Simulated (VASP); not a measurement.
Here is a VASP 6.6.1 calculation.

Contents of INCAR:

```
SYSTEM = AgBr
ALGO = Normal ; EDIFF = 1E-6
ENCUT = 500 ; GGA = PS
GGA_COMPAT = .FALSE. ; ISIF = 2
ISMEAR = -1 ; LASPH = .TRUE.
LCHARG = .TRUE. ; LELF = .TRUE.
LREAL = .FALSE. ; LVHAR = .TRUE.
LWAVE = .FALSE. ; NBANDS = 16
NELM = 120 ; PREC = Accurate
SIGMA = 0.02
```

Contents of KPOINTS:

```
k-points
0
G
  7 7 7
  0 0 0
```

The input POSCAR:

```
AgBr
1.0
    0.0000000000      2.8470445428      2.8470445428
    2.8470445428      0.0000000000      2.8470445428
    2.8470445428      2.8470445428      0.0000000000
Ag Br
1 1
Direct
    0.5000000000      0.5000000000      0.5000000000
    0.0000000000      0.0000000000      0.0000000000
```

Potentials or basis: VASP PAW PBE potentials, release 64 (Ag, Br).

Run with:

```console
$ cat potpaw_PBE.64/Ag/POTCAR potpaw_PBE.64/Br/POTCAR > POTCAR
$ mpirun -np 1 vasp_std > vasp.out
```

(1) What does it give for the band gap on the k mesh?

(2) Estimate the pressure.

Answers

(1) 0.58 eV, indirect (least direct gap 2.54 eV).

(2) -0.5 GPa.

Caveat: the PAW data sets were made with another functional, which shifts forces and pressure a little.
